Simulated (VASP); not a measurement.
# LiF (F-43m) in VASP: a series of runs, part 2 of 2

VASP 6.6.1. The steps go on from the part before.

## (3) Single point, PBE (volume scaled by 0.88)

INCAR reads:

```
PREC = Accurate
ENCUT = 520
EDIFF = 1E-6
ISMEAR = 0
SIGMA = 0.02
LREAL = F
LASPH = T
NELM = 60
ALGO = Normal
ISIF = 2
LWAVE = F
LCHARG = F
GGA = PE
NBANDS = 12
```

KPOINTS reads:

```
regular mesh
0
Gamma
  10 10 10
```

POSCAR reads:

```
LiF
1.0
    0.0000000000      2.0913699983      2.0913699983
    2.0913699983      0.0000000000      2.0913699983
    2.0913699983      2.0913699983      0.0000000000
Li F
1 1
Direct
    0.7500000000      0.7500000000      0.7500000000
    0.0000000000      0.0000000000      0.0000000000
```

Potentials or basis: VASP PAW PBE potentials, release 64 (Li_sv, F).

Run with:

```
> cat potpaw_PBE.64/Li_sv/POTCAR potpaw_PBE.64/F/POTCAR > POTCAR
> mpirun -np 1 vasp_std > vasp.out
```

It took 18 s on 1 thread of AMD EPYC 7R13, shared host; peak memory 0.1 GiB.

It converged, with:

| Property | Result |
| --- | --- |
| Free energy | -9.5643 eV |
| Band gap on the k mesh | 8.35 eV, direct |

Levels at points of the mesh, in eV from the valence-band top:
```csv
k point,band 2,band 3,band 4,band 5,band 6,band 7,band 8,band 9
"(0.00, 0.00, 0.00)",-19.46,0.00,0.00,0.00,8.35,20.15,20.15,20.15
"(0.50, 0.00, 0.00)",-19.26,-2.21,-0.29,-0.29,12.47,15.71,19.77,19.77
"(0.50, 0.50, 0.00)",-19.20,-1.54,-0.90,-0.90,10.84,16.56,20.40,20.40
```

Caveat: the cutoff is under 1.25 times the usual one of these potentials, so pressure, stress and relaxed cells hold a basis-set (Pulay) error. A k mesh can miss the band edges.

## (4) Single point, PBE (volume scaled by 0.97)

INCAR reads:

```
SYSTEM = LiF
PREC = Accurate
ENCUT = 520
EDIFF = 1E-7
ISMEAR = 0
SIGMA = 0.02
LREAL = .FALSE.
LASPH = .TRUE.
NELM = 80
ALGO = Normal
ISIF = 2
LWAVE = .FALSE.
LCHARG = .TRUE.
GGA = PE
LELF = .TRUE.
LVHAR = .TRUE.
NBANDS = 12
```

KPOINTS reads:

```
regular mesh
0
G
  10 10 10
  0 0 0
```

POSCAR reads:

```
LiF
1.0
    0.0000000000      2.1603654722      2.1603654722
    2.1603654722      0.0000000000      2.1603654722
    2.1603654722      2.1603654722      0.0000000000
Li F
1 1
Direct
    0.7500000000      0.7500000000      0.7500000000
    0.0000000000      0.0000000000      0.0000000000
```

Run with:

```
> cat potpaw_PBE.64/Li_sv/POTCAR potpaw_PBE.64/F/POTCAR > POTCAR
> mpirun -np 1 vasp_std > vasp.out
```

Run time: 18 s. Hardware: 1 thread of AMD EPYC 7R13, shared host; peak memory 0.1 GiB.

Results (log left out):

```yaml
Free_energy: -9.6246 eV
Band_gap_on_the_k_mesh: 7.80 eV, direct
```

Levels at points of the mesh, in eV from the valence-band top:
```
           k point  band 2  band 3  band 4  band 5  band 6  band 7  band 8  band 9
(0.00, 0.00, 0.00)  -19.31    0.00    0.00    0.00    7.80   19.30   19.30   19.30
(0.50, 0.00, 0.00)  -19.13   -1.94   -0.25   -0.25   11.82   14.77   18.95   18.95
(0.50, 0.50, 0.00)  -19.08   -1.37   -0.78   -0.78   10.53   15.82   19.28   19.28
```

Caveat: the cutoff is under 1.25 times the usual one of these potentials, so pressure, stress and relaxed cells hold a basis-set (Pulay) error. A k mesh can miss the band edges.

## (5) Single point, PBE (volume scaled by 0.94)

INCAR reads:

```
SYSTEM = LiF
PREC     = Accurate       ! precision mode
ENCUT    = 520            ! plane-wave cutoff, eV
EDIFF    = 1E-7           ! SCF threshold, eV
ISMEAR   = 0              ! smearing method
SIGMA    = 0.02           ! smearing width, eV
LREAL    = .False.        ! projectors in reciprocal space
LASPH    = .True.         ! aspherical terms in the spheres
NELM     = 100            ! most SCF steps
ALGO     = Normal         ! electronic algorithm
ISIF     = 2              ! what is computed and relaxed
LWAVE    = .False.        ! write WAVECAR
LCHARG   = .False.        ! write CHGCAR
GGA      = PE             ! functional
NBANDS   = 12             ! bands
```

KPOINTS reads:

```
regular mesh
0
Gamma
  10 10 10
  0 0 0
```

POSCAR reads:

```
LiF
1.0
    0.0000000000      2.1378600286      2.1378600286
    2.1378600286      0.0000000000      2.1378600286
    2.1378600286      2.1378600286      0.0000000000
Li F
1 1
Direct
    0.7500000000      0.7500000000      0.7500000000
    0.0000000000      0.0000000000      0.0000000000
```

Run with:

```
> cat potpaw_PBE.64/Li_sv/POTCAR potpaw_PBE.64/F/POTCAR > POTCAR
> mpirun -np 1 vasp_std > vasp.out
```

It took 18 s on 1 thread of AMD EPYC 7R13, shared host; peak memory 0.1 GiB.

Results (log left out):

```
Free energy            : -9.6135 eV
Band gap on the k mesh : 7.97 eV, direct
```

Levels at points of the mesh, in eV from the valence-band top:
```
           k point  band 3  band 4  band 5  band 6  band 7  band 8
(0.00, 0.00, 0.00)    0.00    0.00    0.00    7.97   19.58   19.58
(0.50, 0.00, 0.00)   -2.03   -0.26   -0.26   12.03   15.07   19.21
(0.50, 0.50, 0.00)   -1.42   -0.82   -0.82   10.63   16.05   19.64
```

Caveat: the cutoff is under 1.25 times the usual one of these potentials, so pressure, stress and relaxed cells hold a basis-set (Pulay) error.

## (6) Single point, PBE (volume scaled by 1.03)

INCAR reads:

```
PREC = Accurate
ENCUT = 520
EDIFF = 1E-6
ISMEAR = 0
SIGMA = 0.02
LREAL = False
LASPH = True
NELM = 60
ALGO = Normal
ISIF = 2
LWAVE = False
LCHARG = False
GGA = PE
NBANDS = 12
```

KPOINTS reads:

```
Automatic mesh
0
Gamma
  10 10 10
```

POSCAR reads:

```
LiF
1.0
    0.0000000000      2.2040209809      2.2040209809
    2.2040209809      0.0000000000      2.2040209809
    2.2040209809      2.2040209809      0.0000000000
Li F
1 1
Direct
    0.7500000000      0.7500000000      0.7500000000
    0.0000000000      0.0000000000      0.0000000000
```

Potentials or basis: VASP PAW PBE potentials, release 64 (Li_sv, F).

Run with:

```
> cat potpaw_PBE.64/Li_sv/POTCAR potpaw_PBE.64/F/POTCAR > POTCAR
> mpirun -np 1 vasp_std > vasp.out
```

OUTCAR:

```text
PREC = Accurate
   ENCUT = 520
   EDIFF = 1E-6
   ISMEAR = 0
   LREAL = False
   LASPH = True
   NELM = 60
   ISIF = 2
   GGA = PE

 ion  position               nearest neighbor table
   1  0.750  0.750  0.750-   2 1.91   2 1.91   2 1.91   2 1.91
   2  0.000  0.000  0.000-   1 1.91   1 1.91   1 1.91   1 1.91

  LATTYP: Found a face centered cubic cell.
 ALAT       =     4.4080419618

  Lattice vectors:

 A1 = (   0.0000000000,   2.2040209809,   2.2040209809)
[... 545 lines left out ...]

------------------------ aborting loop because EDIFF is reached ----------------------------------------

  FORCE on cell =-STRESS in cart. coord.  units (eV):
  Direction    XX          YY          ZZ          XY          YZ          ZX
  --------------------------------------------------------------------------------------
  -------------------------------------------------------------------------------------
  Total       -0.2238715     -0.2238715     -0.2238715      0.0000000      0.0000000      0.0000000
  in kB      -16.7506726    -16.7506726    -16.7506726      0.0000000      0.0000000      0.0000000
  external PRESSURE =     -16.7506726 kB  Pullay stress =       0.0000000 kB

 VOLUME and BASIS-vectors are now :
 -----------------------------------------------------------------------------
  energy-cutoff  :      520.00
  volume of cell :       21.41
      direct lattice vectors                 reciprocal lattice vectors
     0.000000000  2.204020981  2.204020981    -0.226858095  0.226858095  0.226858095
     2.204020981  0.000000000  2.204020981     0.226858095 -0.226858095  0.226858095
     2.204020981  2.204020981  0.000000000     0.226858095  0.226858095 -0.226858095

 POSITION                                       TOTAL-FORCE (eV/Angst)
 -----------------------------------------------------------------------------------
      3.30603      3.30603      3.30603         0.000000      0.000000      0.000000
      0.00000      0.00000      0.00000        -0.000000     -0.000000     -0.000000
 -----------------------------------------------------------------------------------
    total drift:                                0.000001      0.000001      0.000000

  FREE ENERGIE OF THE ION-ELECTRON SYSTEM (eV)
  ---------------------------------------------------
  free  energy   TOTEN  =        -9.6263507157 eV

  energy  without entropy=       -9.6263507157  energy(sigma->0) =       -9.62635072
```

OSZICAR:

```text
N       E                     dE             d eps       ncg     rms          rms(c)
DAV:   1     0.323972014036E+02    0.32397E+02   -0.50786E+03  1128   0.848E+02
DAV:   2    -0.767935959170E+01   -0.40077E+02   -0.39108E+02  1344   0.189E+02
DAV:   3    -0.103015313075E+02   -0.26222E+01   -0.25979E+01  1820   0.350E+01
DAV:   4    -0.103444944523E+02   -0.42963E-01   -0.42960E-01  1332   0.495E+00
DAV:   5    -0.103446616018E+02   -0.16715E-03   -0.16715E-03  1444   0.302E-01    0.522E+00
DAV:   6    -0.959600916910E+01    0.74865E+00   -0.36604E+00  1216   0.115E+01    0.169E+00
DAV:   7    -0.960608765999E+01   -0.10078E-01   -0.24929E-02  1292   0.141E+00    0.103E+00
DAV:   8    -0.962586938540E+01   -0.19782E-01   -0.28797E-02  1304   0.166E+00    0.191E-01
DAV:   9    -0.962585564808E+01    0.13737E-04   -0.15419E-03  1408   0.327E-01    0.766E-02
DAV:  10    -0.962636315470E+01   -0.50751E-03   -0.87809E-04  1276   0.212E-01    0.477E-02
DAV:  11    -0.962634933321E+01    0.13821E-04   -0.54508E-05  1332   0.630E-02    0.936E-03
DAV:  12    -0.962635074716E+01   -0.14140E-05   -0.36430E-06  1340   0.168E-02    0.156E-03
DAV:  13    -0.962635071572E+01    0.31434E-07   -0.28105E-07  1104   0.426E-03
   1 F= -.96263507E+01 E0= -.96263507E+01  d E =-.955924E-38
```

stdout:

```text
POSCAR found type information on POSCAR LiF
 POSCAR found :  2 types and       2 ions
 scaLAPACK will be used
 LDA part: xc-table for (Slater+PW92), standard interpolation
 POSCAR, INCAR and KPOINTS ok, starting setup
 FFT: planning ... GRIDC
 FFT: planning ... GRID_SOFT
 FFT: planning ... GRID
 WAVECAR not read
 entering main loop
```

Wall time 20 s (1 thread of AMD EPYC 7R13, shared host); peak memory 0.1 GiB.

Results:

- Free energy: -9.6264 eV
- Band gap on the k mesh: 7.48 eV, direct

Levels at points of the mesh, in eV from the valence-band top:
```
           k point  band 3  band 4  band 5  band 6  band 7  band 8
(0.00, 0.00, 0.00)    0.00    0.00    0.00    7.48   18.79   18.79
(0.50, 0.00, 0.00)   -1.79   -0.23   -0.23   11.44   14.21   18.45
(0.50, 0.50, 0.00)   -1.28   -0.71   -0.71   10.34   15.36   18.62
```

Caveat: the cutoff is under 1.25 times the usual one of these potentials, so pressure, stress and relaxed cells hold a basis-set (Pulay) error.

## (7) Overview

| cell | gap on the mesh (eV) |
| --- | --- |
| a = 2.991 Å, angles 60.0°, 2 atoms | 8.15 |
| a = 2.958 Å, angles 60.0°, 2 atoms | 8.35 |
| a = 3.055 Å, angles 60.0°, 2 atoms | 7.80 |
| a = 3.023 Å, angles 60.0°, 2 atoms | 7.97 |
| a = 3.117 Å, angles 60.0°, 2 atoms | 7.48 |

Alike in all rows: task single point; level PBE; potentials or basis VASP PAW PBE potentials, release 64 (Li_sv, F); no spin polarisation; k mesh 10 × 10 × 10; cutoff (eV) 520; smearing gaussian 0.02 eV.

Caveats: the cutoff is under 1.25 times the usual one of these potentials, so pressure, stress and relaxed cells hold a basis-set (Pulay) error.

Absolute energies hang on the potentials; compare differences alone.
